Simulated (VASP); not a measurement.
# Ag (Im-3m) in VASP: a series of runs, part 2 of 2

VASP 6.6.1.

## 4. Single point, revPBE (volume scaled by 0.96)

File INCAR:

```
SYSTEM = Ag
  PREC = Accurate
  ENCUT = 520
  EDIFF = 1E-6
  ISMEAR = -1
  SIGMA = 0.1
  LREAL = .FALSE.
  LASPH = .TRUE.
  NELM = 60
  ALGO = Normal
  ISIF = 2
  LWAVE = .FALSE.
  LCHARG = .FALSE.
  GGA = RE
  NBANDS = 12
```

File KPOINTS:

```
Automatic mesh
0
G
  15 15 15
  0 0 0
```

File POSCAR:

```
Ag
1.0
   -1.6477052818      1.6477052818      1.6477052818
    1.6477052818     -1.6477052818      1.6477052818
    1.6477052818      1.6477052818     -1.6477052818
Ag
1
Direct
    0.0000000000      0.0000000000      0.0000000000
```

Potentials or basis: VASP PAW PBE potentials, release 64 (Ag).

On the command line:

```console
$ cat potpaw_PBE.64/Ag/POTCAR > POTCAR
$ mpirun -np 1 vasp_std > vasp.out
```

OUTCAR:

```text
SYSTEM = Ag
   PREC = Accurate
   ENCUT = 520
   EDIFF = 1E-6
   ISMEAR = -1
   LREAL = .FALSE.
   LASPH = .TRUE.
   NELM = 60
   ISIF = 2
   GGA = RE

 ion  position               nearest neighbor table
   1  0.000  0.000  0.000-

  LATTYP: Found a body centered cubic cell.
 ALAT       =     3.2954105636

  Lattice vectors:

 A1 = (  -1.6477052818,   1.6477052818,   1.6477052818)
 A2 = (   1.6477052818,  -1.6477052818,   1.6477052818)
 A3 = (   1.6477052818,   1.6477052818,  -1.6477052818)

Analysis of symmetry for initial positions (statically):
=====================================================================
 Subroutine PRICEL returns:
 Original cell was already a primitive cell.

 Routine SETGRP: Setting up the symmetry group for a
 body centered cubic supercell.

 Subroutine GETGRP returns: Found 48 space group operations
 (whereof 48 operations were pure point group operations)
 out of a pool of 48 trial point group operations.

The static configuration has the point symmetry O_h .

Analysis of symmetry for dynamics (positions and initial velocities):
=====================================================================
 Subroutine PRICEL returns:
 Original cell was already a primitive cell.

 Routine SETGRP: Setting up the symmetry group for a
 body centered cubic supercell.

 Subroutine GETGRP returns: Found 48 space group operations
 (whereof 48 operations were pure point group operations)
 out of a pool of 48 trial point group operations.

The dynamic configuration has the point symmetry O_h .

 Subroutine INISYM returns: Found 48 space group operations
 (whereof 48 operations are pure point group operations),
 and found     1 'primitive' translations

----------------------------------------------------------------------------------------

                                     Primitive cell

  volume of cell :      17.8936

  direct lattice vectors                    reciprocal lattice vectors
    -1.647705282  1.647705282  1.647705282     0.000000000  0.303452326  0.303452326
     1.647705282 -1.647705282  1.647705282     0.303452326  0.000000000  0.303452326
     1.647705282  1.647705282 -1.647705282     0.303452326  0.303452326  0.000000000

  length of vectors
     2.853909264  2.853909264  2.853909264     0.429146395  0.429146395  0.429146395

  position of ions in fractional coordinates (direct lattice)
     0.000000000  0.000000000  0.000000000

  ion indices of the primitive-cell ions
   primitive index   ion index
                 1           1

----------------------------------------------------------------------------------------

 KPOINTS: Automatic mesh

Automatic generation of k-mesh.
 Grid dimensions read from file:
 generate k-points for:   15   15   15

 Generating k-lattice:

  Cartesian coordinates                     Fractional coordinates (reciprocal lattice)
     0.000000000  0.020230155  0.020230155     0.066666667  0.000000000  0.000000000
     0.020230155  0.000000000  0.020230155     0.000000000  0.066666667  0.000000000
     0.020230155  0.020230155  0.000000000     0.000000000  0.000000000  0.066666667

  Length of vectors
     0.028609760  0.028609760  0.028609760

  Shift w.r.t. Gamma in fractional coordinates (k-lattice)
     0.000000000  0.000000000  0.000000000

 Subroutine IBZKPT returns following result:
 ===========================================

 Found    120 irreducible k-points:

 Following reciprocal coordinates:
            Coordinates               Weight
  0.000000  0.000000  0.000000      1.000000
  0.066667  0.000000  0.000000     12.000000
  0.133333  0.000000  0.000000     12.000000
  0.200000  0.000000  0.000000     12.000000
  0.266667  0.000000  0.000000     12.000000
  0.333333  0.000000  0.000000     12.000000
[... 16 lines left out ...]
  0.333333  0.200000  0.000000     48.000000
  0.400000  0.200000  0.000000     24.000000
 [... further k-points ...]
   k-points           NKPTS =    120   k-points in BZ     NKDIM =    120   number of bands    NBANDS=     12
   number of dos      NEDOS =    301   number of ions     NIONS =      1
   total plane-waves  NPLWV =  13824
   dimension x,y,z NGX =    24 NGY =   24 NGZ =   24
   dimension x,y,z NGXF=    48 NGYF=   48 NGZF=   48
   ions per type =               1
   NGX,Y,Z   is equivalent  to a cutoff of  13.98, 13.98, 13.98 a.u.
   NGXF,Y,Z  is equivalent  to a cutoff of  27.96, 27.96, 27.96 a.u.
 SYSTEM =  Ag
   PREC   = accura    normal or accurate (medium, high low for compatibility)
   ISTART =      0    job   : 0-new  1-cont  2-samecut
   ICHARG =      2    charge: 1-file 2-atom 10-const
   ISPIN  =      1    spin polarized calculation?
   LNONCOLLINEAR =      F non collinear calculations
   LSORBIT =      F    spin-orbit coupling
   LASPH  =      T    aspherical Exc in radial PAW
   ENCUT  =  520.0 eV  38.22 Ry    6.18 a.u.   5.31  5.31  5.31*2*pi/ulx,y,z
   NELM   =     60;   NELMIN=  2; NELMDL= -5     # of ELM steps
   EDIFF  = 0.1E-05   stopping-criterion for ELM
   LREAL  =      F    real-space projection
   EDIFFG = 0.1E-04   stopping-criterion for IOM
   NSW    =      0    number of steps for IOM
   IBRION =     -1    ionic relax: 0-MD 1-quasi-New 2-CG
   NFREE  =      0    steps in history (QN), initial steepest desc. (CG)
   ISIF   =      2    stress and relaxation
   ISYM   =      2    0-nonsym 1-usesym 2-fastsym
   POTIM  = 0.5000    time-step for ionic-motion
   TEBEG  =    0.0;   TEEND  =   0.0 temperature during run
   PSTRESS=    0.0 pullay stress
   NELECT =      11.0000    total number of electrons
   NUPDOWN=      -1.0000    fix difference up-down
   EMIN   =  10.00;   EMAX   =-10.00  energy-range for DOS
   EFERMI =   0.00;   METHOD = LEGACY
   ISMEAR =    -1;   SIGMA  =   0.10  broadening in eV -4-tet -1-fermi 0-gaus
   EFERMI_NEDOS =   21; number of points for ismear=-14 and -15
   IALGO  =     38    algorithm
   IMIX   =      4    mixing-type and parameters
     AMIX     =   0.40;   BMIX     =  1.00
     AMIX_MAG =   1.60;   BMIX_MAG =  1.00
  volume/ion in A,a.u.               =      17.89       120.75
  Fermi-wavevector in a.u.,A,eV,Ry     =   1.392001  2.630500 26.363555  1.937667
  Thomas-Fermi vector in A             =   2.515786
   LORBIT       =      0    0 simple, 1 ext, 2 COOP (PROOUT), +10 PAW based schemes
   GGA     = RE    functional components
   LHFCALC =     F    Hartree Fock is set to
   AEXX    =    0.0000 exact exchange contribution
   IVDW    =     0    specifies the selected vdW correction
   LEPSILON=     F    determine dielectric tensor
   LRPA    =     F    only Hartree local field effects (RPA)
 non-spin polarized calculation
  energy-cutoff  :      520.00
  volume of cell :       17.89
 maximum number of plane-waves:       490
 NGX is ok and might be reduce to    24
   NGX = 11   NGY = 11   NGZ = 11

 number of electron      11.0000004 magnetization

 Free energy of the ion-electron system (eV)
  ---------------------------------------------------
  ext. energy  EPLUGINS =         0.00000000
  ---------------------------------------------------
  free energy    TOTEN  =        -2.26905417 eV

  energy without entropy =       -2.26001515  energy(sigma->0) =       -2.26453466

 E-fermi :   7.9223     XC(G=0): -11.8244

 val. band max:        7.9022492449   @ k =  -0.4000   0.4667   0.0667
 cond. band min:       7.9562246124   @ k =  -0.3333   0.4000   0.2000
 fundamental gap:      0.0539753675
 Fermi energy:         7.9223173749

 k-point     1 :       0.0000    0.0000    0.0000
  band No.  band energies     occupation
      1       0.4936      2.00000
      2       3.1216      2.00000
      3       3.1216      2.00000
      4       3.1216      2.00000
      5       4.3472      2.00000
      6       4.3472      2.00000
      7      25.6835      0.00000
      8      25.6835      0.00000
      9      25.6835      0.00000
     10      31.3342      0.00000
     11      31.3342      0.00000
     12      31.3342      0.00000

 k-point     2 :       0.0667    0.0000    0.0000
  band No.  band energies     occupation
      1       0.6348      2.00000
      2       3.0884      2.00000
      3       3.1274      2.00000
      4       3.1994      2.00000
      5       4.3113      2.00000
      6       4.3495      2.00000
      7      25.2830      0.00000
      8      25.6264      0.00000
      9      25.7694      0.00000
     10      29.8032      0.00000
     11      29.8684      0.00000
     12      30.4316      0.00000
[... 316 lines left out ...]
 k-point    24 :       0.4000    0.2000    0.0000
  band No.  band energies     occupation
      1       2.1835      2.00000
      2       2.6283      2.00000
      3       3.7820      2.00000
      4       4.2918      2.00000
      5       4.7127      2.00000
      6      10.0608      0.00000
      7      12.0519      0.00000
      8      16.7948      0.00000
      9      21.7403      0.00000
     10      27.9670      0.00000
     11      30.4760      0.00000
     12      33.4565      0.00000

 [... further k-points ...]
[... 5 lines left out ...]
  --------------------------------------------------------------------------------------
  -------------------------------------------------------------------------------------
  Total        0.3441702      0.3441702      0.3441702     -0.0000000     -0.0000000      0.0000000
  in kB       30.8166357     30.8166357     30.8166357     -0.0000000     -0.0000000      0.0000000
  external PRESSURE =      30.8166357 kB  Pullay stress =       0.0000000 kB

 VOLUME and BASIS-vectors are now :
 -----------------------------------------------------------------------------
  energy-cutoff  :      520.00
  volume of cell :       17.89
      direct lattice vectors                 reciprocal lattice vectors
    -1.647705282  1.647705282  1.647705282     0.000000000  0.303452326  0.303452326
     1.647705282 -1.647705282  1.647705282     0.303452326  0.000000000  0.303452326
     1.647705282  1.647705282 -1.647705282     0.303452326  0.303452326  0.000000000

 POSITION                                       TOTAL-FORCE (eV/Angst)
 -----------------------------------------------------------------------------------
      0.00000      0.00000      0.00000         0.000000     -0.000000     -0.000000
 -----------------------------------------------------------------------------------
    total drift:                                0.000000      0.000000      0.000000

  FREE ENERGIE OF THE ION-ELECTRON SYSTEM (eV)
  ---------------------------------------------------
  free  energy   TOTEN  =        -2.2690541691 eV

  energy  without entropy=       -2.2600151536  energy(sigma->0) =       -2.26453466
```

OSZICAR:

```text
N       E                     dE             d eps       ncg     rms          rms(c)
DAV:   1     0.519409469428E+02    0.51941E+02   -0.54556E+03  2928   0.823E+02
DAV:   2    -0.166492548117E+01   -0.53606E+02   -0.51077E+02  3348   0.192E+02
DAV:   3    -0.246579173271E+01   -0.80087E+00   -0.80038E+00  3360   0.248E+01
DAV:   4    -0.246812283584E+01   -0.23311E-02   -0.23310E-02  3296   0.141E+00
DAV:   5    -0.246814083597E+01   -0.18000E-04   -0.18000E-04  3324   0.113E-01    0.448E+00
DAV:   6    -0.227636856399E+01    0.19177E+00   -0.76297E-01  3200   0.781E+00    0.308E+00
DAV:   7    -0.227086754571E+01    0.55010E-02   -0.81433E-03  3236   0.855E-01    0.175E+00
DAV:   8    -0.226903602907E+01    0.18315E-02   -0.92191E-04  3188   0.254E-01    0.788E-02
DAV:   9    -0.226904608982E+01   -0.10061E-04   -0.10951E-05  3160   0.263E-02    0.265E-02
DAV:  10    -0.226905466362E+01   -0.85738E-05   -0.74720E-06  3204   0.275E-02    0.566E-03
DAV:  11    -0.226905416912E+01    0.49450E-06   -0.12738E-07  1724   0.317E-03
   1 F= -.22690542E+01 E0= -.22645347E+01  d E =-.903902E-02
```

Run time: 11 s. Hardware: 1 thread of Intel Xeon 6975P-C, shared host; peak memory 0.16 GiB.

Results:

| Property | Result |
| --- | --- |
| Free energy | -2.2691 eV |
| Pressure | 3.1 GPa |

Caveat: the cell differs from its parent crystal (volume scaled by 0.96); the PAW data sets were made with another functional, which shifts forces and pressure a little.

## 5. Single point, revPBE

This run uses another cell than the first one, of 18.64 Å³/atom, 1.136 times its volume.

File INCAR:

```
SYSTEM = Ag
PREC = Accurate ; ENCUT = 520
EDIFF = 1E-7 ; ISMEAR = -1
SIGMA = 0.1 ; LREAL = .FALSE.
LASPH = .TRUE. ; NELM = 80
ALGO = Normal ; ISIF = 2
LWAVE = .FALSE. ; LCHARG = .TRUE.
GGA = RE ; LELF = .TRUE.
LVHAR = .TRUE. ; NBANDS = 12
```

File KPOINTS:

```
regular mesh
0
G
  15 15 15
  0 0 0
```

File POSCAR:

```
Ag
1.0
   -1.6702793922      1.6702793922      1.6702793922
    1.6702793922     -1.6702793922      1.6702793922
    1.6702793922      1.6702793922     -1.6702793922
Ag
1
Direct
    0.0000000000      0.0000000000      0.0000000000
```

On the command line:

```console
$ cat potpaw_PBE.64/Ag/POTCAR > POTCAR
$ mpirun -np 1 vasp_std > vasp.out
```

It took 12 s on 1 thread of Intel Xeon 6975P-C, shared host; peak memory 0.16 GiB.

It converged, with:

- Free energy: -2.2754 eV
- Pressure: -0.3 GPa

Levels at points of the mesh, in eV from the Fermi level:
| k point | band 3 | band 4 | band 5 | band 6 | band 7 | band 8 | band 9 | band 10 |
| --- | --- | --- | --- | --- | --- | --- | --- | --- |
| (0.00, 0.00, 0.00) | -4.67 | -4.67 | -3.52 | -3.52 | 17.59 | 17.59 | 17.59 | 22.64 |

Caveat: the PAW data sets were made with another functional, which shifts forces and pressure a little.

## 6. Single point, revPBE (volume scaled by 1.04)

File INCAR:

```
ALGO = Normal
EDIFF = 1E-6
ENCUT = 520
GGA = RE
ISIF = 2
ISMEAR = -1
LASPH = T
LCHARG = T
LELF = T
LREAL = F
LVHAR = T
LWAVE = F
NBANDS = 12
NELM = 60
PREC = Accurate
SIGMA = 0.1
```

File KPOINTS:

```
k-points
0
Gamma
  15 15 15
```

File POSCAR:

```
Ag
1.0
   -1.6922592732      1.6922592732      1.6922592732
    1.6922592732     -1.6922592732      1.6922592732
    1.6922592732      1.6922592732     -1.6922592732
Ag
1
Direct
    0.0000000000      0.0000000000      0.0000000000
```

Potentials or basis: VASP PAW PBE potentials, release 64 (Ag).

On the command line:

```console
$ cat potpaw_PBE.64/Ag/POTCAR > POTCAR
$ mpirun -np 1 vasp_std > vasp.out
```

Run time: 11 s. Hardware: 1 thread of Intel Xeon 6975P-C, shared host; peak memory 0.16 GiB.

It converged, with:

```
Free energy : -2.2679 eV
Pressure    : -2.9 GPa
```

Levels at points of the mesh, in eV from the Fermi level:
| k point | band 4 | band 5 | band 6 | band 7 | band 8 | band 9 |
| --- | --- | --- | --- | --- | --- | --- |
| (0.00, 0.00, 0.00) | -4.55 | -3.48 | -3.48 | 17.42 | 17.42 | 17.42 |

Caveat: the cell differs from its parent crystal (volume scaled by 1.04); the PAW data sets were made with another functional, which shifts forces and pressure a little.

## 7. The runs side by side

| cell | gap on the mesh (eV) | pressure (GPa) |
| --- | --- | --- |
| a = 2.772 Å, angles 109.5°, 1 atom | none | 13.5 |
| a = 2.814 Å, angles 109.5°, 1 atom | none | 7.6 |
| a = 2.854 Å, angles 109.5°, 1 atom | none | 3.1 |
| a = 2.893 Å, angles 109.5°, 1 atom | none | -0.3 |
| a = 2.931 Å, angles 109.5°, 1 atom | none | -2.9 |

Alike in all rows: task single point; level revPBE; potentials or basis VASP PAW PBE potentials, release 64 (Ag); no spin polarisation; k mesh 15 × 15 × 15; cutoff (eV) 520; smearing fermi-dirac 0.1 eV.

Caveats: the PAW data sets were made with another functional, which shifts forces and pressure a little.

Total energies depend on the potentials used, so only differences within one code and one set of settings carry meaning.
